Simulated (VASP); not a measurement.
# In (Fmmm) in VASP: further runs

The runs below take In through single point, with PBE.

Program: VASP 6.6.1. These are calculated values, not measurements. Logs are shortened: lines on timing, memory, paths and dates and some standing lists are left out, and cuts for length are marked.

## 1. The cell of the first run

Symmetry: Fmmm, No. 69, orthorhombic system. The conventional cell has a = 4.571 Å, b = 4.628 Å, c = 4.948 Å, α = 90.00°, β = 90.00°, γ = 90.00°. Within 4.3 Å of In (site symmetry mmm) lie 12 In at 3.25 to 3.39 Å.

## 2. Single point, PBE (strain +0.0125 x Voigt [0, 0, 0, 0, 0, 1])

The input, INCAR:

```
SYSTEM = In
PREC = Accurate
ENCUT = 520
EDIFF = 1E-7
ISMEAR = 0
SIGMA = 0.15
LREAL = .FALSE.
LASPH = .TRUE.
NELM = 100
ALGO = Fast
ISIF = 2
LWAVE = .FALSE.
LCHARG = .TRUE.
GGA = PE
LELF = .TRUE.
LVHAR = .TRUE.
NBANDS = 12
```

The input, KPOINTS:

```
Automatic mesh
0
G
  20 20 20
  0 0 0
```

The input, POSCAR:

```
In
1.0
   -1.6159865625      1.6159865625      2.4739500000
    1.6159865625     -1.6159865625      2.4739500000
    1.6363134375      1.6363134375     -2.4739500000
In
1
Direct
    0.0000000000      0.0000000000      0.0000000000
```

Potentials or basis: VASP PAW PBE potentials, release 64 (In_d).

Command:

```bash
$ cat potpaw_PBE.64/In_d/POTCAR > POTCAR
$ mpirun -np 1 vasp_std > vasp.out
```

OUTCAR:

```text
SYSTEM = In
   PREC = Accurate
   ENCUT = 520
   EDIFF = 1E-7
   ISMEAR = 0
   LREAL = .FALSE.
   LASPH = .TRUE.
   NELM = 100
   ISIF = 2
   GGA = PE

 ion  position               nearest neighbor table
   1  0.000  0.000  0.000-

  LATTYP: Found a face centered orthorhombic cell.
 ALAT       =     4.5707002266
 B/A-ratio  =     1.0125786164
 C/A-ratio  =     1.0825255989

  Lattice vectors:

 A1 = (   1.6363134375,   1.6363134375,   2.4739500000)
 A2 = (   1.6159865625,  -1.6159865625,   2.4739500000)
 A3 = (   3.2523000000,   0.0203268750,   0.0000000000)

Analysis of symmetry for initial positions (statically):
=====================================================================
 Subroutine PRICEL returns:
 Original cell was already a primitive cell.

 Routine SETGRP: Setting up the symmetry group for a
 face centered orthorhombic supercell.

 Subroutine GETGRP returns: Found  8 space group operations
 (whereof  8 operations were pure point group operations)
 out of a pool of  8 trial point group operations.

The static configuration has the point symmetry D_2h.

Analysis of symmetry for dynamics (positions and initial velocities):
=====================================================================
 Subroutine PRICEL returns:
 Original cell was already a primitive cell.

 Routine SETGRP: Setting up the symmetry group for a
 face centered orthorhombic supercell.

 Subroutine GETGRP returns: Found  8 space group operations
 (whereof  8 operations were pure point group operations)
 out of a pool of  8 trial point group operations.

The dynamic configuration has the point symmetry D_2h.

 Subroutine INISYM returns: Found  8 space group operations
 (whereof  8 operations are pure point group operations),
 and found     1 'primitive' translations

----------------------------------------------------------------------------------------

                                     Primitive cell

  volume of cell :      26.1671

  direct lattice vectors                    reciprocal lattice vectors
    -1.615986563  1.615986563  2.473950000    -0.001921792  0.307486721  0.202105944
     1.615986563 -1.615986563  2.473950000     0.307486721 -0.001921792  0.202105944
     1.636313437  1.636313437 -2.473950000     0.305564929  0.305564929  0.000000000

  length of vectors
     3.367974724  3.367974724  3.387546595     0.367965474  0.367965474  0.432134067

  position of ions in fractional coordinates (direct lattice)
     0.000000000  0.000000000  0.000000000

  ion indices of the primitive-cell ions
   primitive index   ion index
                 1           1

----------------------------------------------------------------------------------------

 KPOINTS: Automatic mesh

Automatic generation of k-mesh.
 Grid dimensions read from file:
 generate k-points for:   20   20   20

 Generating k-lattice:

  Cartesian coordinates                     Fractional coordinates (reciprocal lattice)
    -0.000096090  0.015374336  0.010105297     0.050000000 -0.000000000  0.000000000
     0.015374336 -0.000096090  0.010105297    -0.000000000  0.050000000  0.000000000
     0.015278246  0.015278246  0.000000000     0.000000000  0.000000000  0.050000000

  Length of vectors
     0.018398274  0.018398274  0.021606703

  Shift w.r.t. Gamma in fractional coordinates (k-lattice)
     0.000000000  0.000000000  0.000000000

 Subroutine IBZKPT returns following result:
 ===========================================

 Found   1166 irreducible k-points:

 Following reciprocal coordinates:
            Coordinates               Weight
  0.000000  0.000000  0.000000      1.000000
  0.050000  0.000000 -0.000000      8.000000
  0.100000 -0.000000 -0.000000      8.000000
  0.150000 -0.000000 -0.000000      8.000000
  0.200000 -0.000000 -0.000000      8.000000
  0.250000 -0.000000 -0.000000      8.000000
[... 16 lines left out ...]
 -0.400000  0.050000  0.000000      8.000000
 -0.350000  0.050000  0.000000      8.000000
 [... further k-points ...]
   k-points           NKPTS =   1166   k-points in BZ     NKDIM =   1166   number of bands    NBANDS=     12
   number of dos      NEDOS =    301   number of ions     NIONS =      1
   total plane-waves  NPLWV =  21952
   dimension x,y,z NGX =    28 NGY =   28 NGZ =   28
   dimension x,y,z NGXF=    56 NGYF=   56 NGZF=   56
   ions per type =               1
   NGX,Y,Z   is equivalent  to a cutoff of  13.82, 13.82, 13.74 a.u.
   NGXF,Y,Z  is equivalent  to a cutoff of  27.64, 27.64, 27.48 a.u.
 SYSTEM =  In
   PREC   = accura    normal or accurate (medium, high low for compatibility)
   ISTART =      0    job   : 0-new  1-cont  2-samecut
   ICHARG =      2    charge: 1-file 2-atom 10-const
   ISPIN  =      1    spin polarized calculation?
   LNONCOLLINEAR =      F non collinear calculations
   LSORBIT =      F    spin-orbit coupling
   LASPH  =      T    aspherical Exc in radial PAW
   ENCUT  =  520.0 eV  38.22 Ry    6.18 a.u.   6.26  6.26  6.30*2*pi/ulx,y,z
   NELM   =    100;   NELMIN=  2; NELMDL= -5     # of ELM steps
   EDIFF  = 0.1E-06   stopping-criterion for ELM
   LREAL  =      F    real-space projection
   EDIFFG = 0.1E-05   stopping-criterion for IOM
   NSW    =      0    number of steps for IOM
   IBRION =     -1    ionic relax: 0-MD 1-quasi-New 2-CG
   NFREE  =      0    steps in history (QN), initial steepest desc. (CG)
   ISIF   =      2    stress and relaxation
   ISYM   =      2    0-nonsym 1-usesym 2-fastsym
   POTIM  = 0.5000    time-step for ionic-motion
   TEBEG  =    0.0;   TEEND  =   0.0 temperature during run
   PSTRESS=    0.0 pullay stress
   NELECT =      13.0000    total number of electrons
   NUPDOWN=      -1.0000    fix difference up-down
   EMIN   =  10.00;   EMAX   =-10.00  energy-range for DOS
   EFERMI =   0.00;   METHOD = LEGACY
   ISMEAR =     0;   SIGMA  =   0.15  broadening in eV -4-tet -1-fermi 0-gaus
   EFERMI_NEDOS =   21; number of points for ismear=-14 and -15
   IALGO  =     68    algorithm
   IMIX   =      4    mixing-type and parameters
     AMIX     =   0.40;   BMIX     =  1.00
     AMIX_MAG =   1.60;   BMIX_MAG =  1.00
  volume/ion in A,a.u.               =      26.17       176.58
  Fermi-wavevector in a.u.,A,eV,Ry     =   1.296595  2.450209 22.873540  1.681158
  Thomas-Fermi vector in A             =   2.428041
   LORBIT       =      0    0 simple, 1 ext, 2 COOP (PROOUT), +10 PAW based schemes
   GGA     = PE    functional components
   LHFCALC =     F    Hartree Fock is set to
   AEXX    =    0.0000 exact exchange contribution
   IVDW    =     0    specifies the selected vdW correction
   LEPSILON=     F    determine dielectric tensor
   LRPA    =     F    only Hartree local field effects (RPA)
 non-spin polarized calculation
 RMM-DIIS sequential band-by-band and
 Gauss-broadening in eV      SIGMA  =   0.15
  energy-cutoff  :      520.00
  volume of cell :       26.17
 maximum number of plane-waves:       719
 NGX is ok and might be reduce to    28
   NGX = 13   NGY = 13   NGZ = 13

 number of electron      13.0000005 magnetization

 Free energy of the ion-electron system (eV)
  ---------------------------------------------------
  ext. energy  EPLUGINS =         0.00000000
  ---------------------------------------------------
  free energy    TOTEN  =        -2.55394783 eV

  energy without entropy =       -2.54862004  energy(sigma->0) =       -2.55128393

 E-fermi :   7.5296     XC(G=0): -10.2519

 val. band max:        7.5156230665   @ k =  -0.4000   0.4000   0.3500
 cond. band min:       7.5303686469   @ k =   0.4500   0.3500   0.1000
 fundamental gap:      0.0147455804
 Fermi energy:         7.5296232356

 k-point     1 :       0.0000    0.0000    0.0000
  band No.  band energies     occupation
      1      -7.1844      2.00000
      2      -7.0873      2.00000
      3      -7.0725      2.00000
      4      -6.9991      2.00000
      5      -6.8948      2.00000
      6      -2.0221      2.00000
      7      18.0446      0.00000
      8      18.0781      0.00000
      9      18.2335      0.00000
     10      19.0989      0.00000
     11      21.4812      0.00000
     12      21.5961      0.00000

 k-point     2 :       0.0500    0.0000   -0.0000
  band No.  band energies     occupation
      1      -7.1802      2.00000
      2      -7.0855      2.00000
      3      -7.0704      2.00000
      4      -6.9985      2.00000
      5      -6.8964      2.00000
      6      -1.9674      2.00000
      7      17.3399      0.00000
      8      17.9889      0.00000
      9      18.0380      0.00000
     10      18.9656      0.00000
     11      21.7026      0.00000
     12      21.7557      0.00000

 k-point     3 :       0.1000   -0.0000   -0.0000
  band No.  band energies     occupation
      1      -7.1697      2.00000
      2      -7.0837      2.00000
      3      -7.0623      2.00000
      4      -6.9949      2.00000
      5      -6.9006      2.00000
      6      -1.8025      2.00000
      7      15.7651      0.00000
      8      17.6611      0.00000
      9      17.8048      0.00000
     10      18.9000      0.00000
     11      21.7632      0.00000
     12      22.1870      0.00000

 k-point     4 :       0.1500   -0.0000   -0.0000
  band No.  band energies     occupation
      1      -7.1580      2.00000
      2      -7.0865      2.00000
      3      -7.0489      2.00000
      4      -6.9828      2.00000
      5      -6.9044      2.00000
      6      -1.5256      2.00000
      7      14.0410      0.00000
      8      17.1948      0.00000
      9      17.5716      0.00000
     10      18.8674      0.00000
     11      21.1392      0.00000
     12      22.7834      0.00000

 k-point     5 :       0.2000   -0.0000   -0.0000
  band No.  band energies     occupation
      1      -7.1507      2.00000
      2      -7.0950      2.00000
      3      -7.0366      2.00000
      4      -6.9575      2.00000
      5      -6.9032      2.00000
      6      -1.1349      2.00000
      7      12.3285      0.00000
      8      16.7131      0.00000
      9      17.3372      0.00000
     10      18.8378      0.00000
     11      20.5485      0.00000
     12      22.9055      0.00000
[... 228 lines left out ...]
      1      -7.1780      2.00000
      2      -7.1422      2.00000
      3      -7.0644      2.00000
      4      -6.8169      2.00000
      5      -6.7715      2.00000
      6       3.1582      2.00000
      7       4.3174      2.00000
      8      14.8431      0.00000
      9      16.2349      0.00000
     10      18.0981      0.00000
     11      19.2536      0.00000
     12      21.1157      0.00000

 k-point    22 :      -0.4500    0.0500    0.0000
  band No.  band energies     occupation
      1      -7.1747      2.00000
      2      -7.1385      2.00000
      3      -7.0611      2.00000
      4      -6.8289      2.00000
      5      -6.7790      2.00000
      6       2.2763      2.00000
      7       5.3708      2.00000
      8      14.8388      0.00000
      9      16.3594      0.00000
     10      18.1955      0.00000
     11      19.4152      0.00000
     12      21.3610      0.00000

 k-point    23 :      -0.4000    0.0500    0.0000
  band No.  band energies     occupation
      1      -7.1669      2.00000
      2      -7.1320      2.00000
      3      -7.0539      2.00000
      4      -6.8495      2.00000
      5      -6.8005      2.00000
      6       1.3667      2.00000
      7       6.6677      2.00000
      8      14.9316      0.00000
      9      16.4951      0.00000
     10      18.4316      0.00000
     11      19.6564      0.00000
     12      21.4470      0.00000

 k-point    24 :      -0.3500    0.0500    0.0000
  band No.  band energies     occupation
      1      -7.1564      2.00000
      2      -7.1234      2.00000
      3      -7.0443      2.00000
      4      -6.8761      2.00000
      5      -6.8326      2.00000
      6       0.5530      2.00000
      7       8.0820      0.00000
      8      15.1190      0.00000
      9      16.6416      0.00000
     10      18.7709      0.00000
     11      19.9794      0.00000
     12      21.3717      0.00000

 [... further k-points ...]

------------------------ aborting loop because EDIFF is reached ----------------------------------------

  FORCE on cell =-STRESS in cart. coord.  units (eV):
  Direction    XX          YY          ZZ          XY          YZ          ZX
  --------------------------------------------------------------------------------------
  -------------------------------------------------------------------------------------
  Total        0.3385695      0.3385695      0.2903502      0.0030310      0.0000000      0.0000000
  in kB       20.7301863     20.7301863     17.7777823      0.1855830      0.0000000      0.0000000
  external PRESSURE =      19.7460516 kB  Pullay stress =       0.0000000 kB

 VOLUME and BASIS-vectors are now :
 -----------------------------------------------------------------------------
  energy-cutoff  :      520.00
  volume of cell :       26.17
      direct lattice vectors                 reciprocal lattice vectors
    -1.615986563  1.615986563  2.473950000    -0.001921792  0.307486721  0.202105944
     1.615986563 -1.615986563  2.473950000     0.307486721 -0.001921792  0.202105944
     1.636313437  1.636313437 -2.473950000     0.305564929  0.305564929  0.000000000

 POSITION                                       TOTAL-FORCE (eV/Angst)
 -----------------------------------------------------------------------------------
      0.00000      0.00000      0.00000        -0.000000     -0.000000     -0.000000
 -----------------------------------------------------------------------------------
    total drift:                                0.000000     -0.000000     -0.000000

  FREE ENERGIE OF THE ION-ELECTRON SYSTEM (eV)
  ---------------------------------------------------
  free  energy   TOTEN  =        -2.5539478285 eV

  energy  without entropy=       -2.5486200363  energy(sigma->0) =       -2.55128393
```

Wall time 3.5 min (1 thread of Intel Xeon 6975P-C (Granite Rapids), shared host); peak memory 0.45 GiB.

What came out:

- Free energy: -2.5539 eV
- Pressure: 2.0 GPa
- Band gap on the k mesh: zero (an odd number of electrons rules out a gap without spin polarisation)

Stress tensor (GPa, compression positive):
```
2.07 0.02 0.00
0.02 2.07 0.00
0.00 0.00 1.78
```

Levels at points of the mesh, in eV from the Fermi level:
```tsv
k point	band 4	band 5	band 6	band 7	band 8	band 9
(0.00, 0.00, 0.00)	-14.53	-14.42	-9.55	10.51	10.55	10.70
(0.50, 0.00, 0.00)	-14.34	-14.30	-4.31	-3.38	7.53	9.13
(0.50, 0.50, 0.00)	-14.31	-14.23	-1.89	-1.55	3.44	3.84
(0.00, 0.00, 0.50)	-14.32	-14.23	-2.03	-1.77	3.59	4.05
(0.50, 0.50, 0.50)	-14.30	-14.29	-2.93	-2.68	4.69	4.75
```

Caveat: the cell differs from its parent crystal (strain +0.0125 x Voigt [0, 0, 0, 0, 0, 1]); spin-orbit coupling is left out, which moves the levels of the heavy elements.

## 3. Single point, PBE (strain +0.0075 x Voigt [0, 0, 0, 0, 0, 1])

The input, INCAR:

```
SYSTEM = In
ALGO = Fast
EDIFF = 1E-6
ENCUT = 520
GGA = PE
ISIF = 2
ISMEAR = 0
LASPH = .TRUE.
LCHARG = .FALSE.
LREAL = .FALSE.
LWAVE = .FALSE.
NBANDS = 12
NELM = 100
PREC = Accurate
SIGMA = 0.15
```

The input, KPOINTS:

```
k-points
0
G
  20 20 20
  0 0 0
```

The input, POSCAR:

```
In
1.0
   -1.6200519375      1.6200519375      2.4739500000
    1.6200519375     -1.6200519375      2.4739500000
    1.6322480625      1.6322480625     -2.4739500000
In
1
Direct
    0.0000000000      0.0000000000      0.0000000000
```

Potentials or basis: VASP PAW PBE potentials, release 64 (In_d).

Command:

```bash
$ cat potpaw_PBE.64/In_d/POTCAR > POTCAR
$ mpirun -np 1 vasp_std > vasp.out
```

Run time: 3.2 min. Hardware: 1 thread of Intel Xeon 6975P-C (Granite Rapids), shared host; peak memory 0.45 GiB.

Results (log left out):

- Free energy: -2.5539 eV
- Pressure: 1.9 GPa
- Band gap on the k mesh: zero (an odd number of electrons rules out a gap without spin polarisation)

Stress tensor (GPa, compression positive):
```
2.05 0.01 0.00
0.01 2.05 0.00
0.00 0.00 1.74
```

Levels at points of the mesh, in eV from the Fermi level:
```
           k point  band 4  band 5  band 6  band 7  band 8  band 9
(0.00, 0.00, 0.00)  -14.53  -14.42   -9.55   10.52   10.54   10.70
(0.50, 0.00, 0.00)  -14.34  -14.30   -4.31   -3.38    7.53    9.14
(0.50, 0.50, 0.00)  -14.31  -14.23   -1.92   -1.59    3.47    3.88
(0.00, 0.00, 0.50)  -14.32  -14.23   -2.01   -1.72    3.56    4.01
(0.50, 0.50, 0.50)  -14.29  -14.29   -2.93   -2.68    4.70    4.74
```

Caveat: the cell differs from its parent crystal (strain +0.0075 x Voigt [0, 0, 0, 0, 0, 1]); spin-orbit coupling is left out, which moves the levels of the heavy elements.

## 4. Single point, PBE (strain +0.0025 x Voigt [0, 0, 0, 0, 0, 1])

The input, INCAR:

```
ALGO = Fast ; EDIFF = 1E-6
ENCUT = 520 ; GGA = PE
ISIF = 2 ; ISMEAR = 0
LASPH = T ; LCHARG = F
LREAL = F ; LWAVE = F
NBANDS = 12 ; NELM = 80
PREC = Accurate ; SIGMA = 0.15
```

The input, KPOINTS:

```
k-points
0
Gamma
  20 20 20
```

The input, POSCAR:

```
In
1.0
   -1.6241173125      1.6241173125      2.4739500000
    1.6241173125     -1.6241173125      2.4739500000
    1.6281826875      1.6281826875     -2.4739500000
In
1
Direct
    0.0000000000      0.0000000000      0.0000000000
```

Command:

```bash
$ cat potpaw_PBE.64/In_d/POTCAR > POTCAR
$ mpirun -np 1 vasp_std > vasp.out
```

Wall time 3.2 min (1 thread of Intel Xeon 6975P-C (Granite Rapids), shared host); peak memory 0.44 GiB.

Results (log left out):

```yaml
Free_energy: -2.5539 eV
Pressure: 2.0 GPa
Band_gap_on_the_k_mesh: zero (an odd number of electrons rules out a gap without spin polarisation)
```

Stress tensor (GPa, compression positive):
```
2.06 0.00 0.00
0.00 2.06 0.00
0.00 0.00 1.74
```

Levels at points of the mesh, in eV from the Fermi level:
```
           k point  band 2  band 3  band 4  band 5  band 6  band 7  band 8  band 9  band 10  band 11
(0.00, 0.00, 0.00)  -14.61  -14.61  -14.53  -14.42   -9.55   10.53   10.53   10.70    11.57    13.97
(0.50, 0.00, 0.00)  -14.68  -14.59  -14.34  -14.30   -4.31   -3.38    7.53    9.14    11.10    11.42
(0.50, 0.50, 0.00)  -14.77  -14.33  -14.32  -14.23   -1.95   -1.64    3.50    3.93     6.99     7.31
(0.00, 0.00, 0.50)  -14.77  -14.33  -14.32  -14.23   -1.98   -1.68    3.53    3.97     7.03     7.35
(0.50, 0.50, 0.50)  -14.77  -14.32  -14.29  -14.29   -2.93   -2.68    4.71    4.73     8.17     8.18
```

Caveat: the cell differs from its parent crystal (strain +0.0025 x Voigt [0, 0, 0, 0, 0, 1]); spin-orbit coupling is left out, which moves the levels of the heavy elements.

## 5. The runs side by side

```tsv
cell	further INCAR settings	gap on the mesh (eV)	pressure (GPa)
a = 3.368, b = 3.368, c = 3.388 Å, angles 122.4, 122.4, 85.5°, 1 atom	ALGO = Fast; EDIFF = 1e-07; NBANDS = 12	none	2.0
a = 3.372, b = 3.372, c = 3.384 Å, angles 122.4, 122.4, 85.6°, 1 atom	ALGO = Fast; EDIFF = 1e-06; NBANDS = 12	none	1.9
a = 3.376, b = 3.376, c = 3.380 Å, angles 122.4, 122.4, 85.7°, 1 atom	ALGO = Fast; EDIFF = 1e-06; NBANDS = 12	none	2.0
```

Alike in all rows: task single point; level PBE; potentials or basis VASP PAW PBE potentials, release 64 (In_d); no spin polarisation; k mesh 20 × 20 × 20; cutoff (eV) 520; smearing gaussian 0.15 eV.

Caveats: spin-orbit coupling is left out, which moves the levels of the heavy elements.

Total energies depend on the potentials used, so only differences within one code and one set of settings carry meaning.
